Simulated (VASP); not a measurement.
GaN:

```
Ga N
1.0
     0.00000    2.24895    2.24895
     2.24895    0.00000    2.24895
     2.24895    2.24895    0.00000
Ga N
1 1
Cartesian
  0.0000 0.0000 0.0000
  3.3734 3.3734 3.3734
```

Base run:

* Program: VASP 6.6.1
* Functional: HSE06
* Potentials or basis: VASP PAW PBE potentials, release 64 (Ga_d, N)
* Cutoff: 520 eV
* k mesh: 6 × 6 × 6
* Occupations: gaussian, width 0.01 eV
* Spin: no spin polarisation

Its results: band gap on the k mesh 3.02 eV; pressure -0.1 GPa.

Question: The run is repeated on the same cell with these changes: functional from HSE06 to PBE. What comes out?

Answer: Band gap on the k mesh 1.76 eV; pressure 6.2 GPa.

Caveats: the PAW data sets were made with another functional, which shifts forces and pressure a little (at least some runs); the cell stands under pressure (at least some runs).

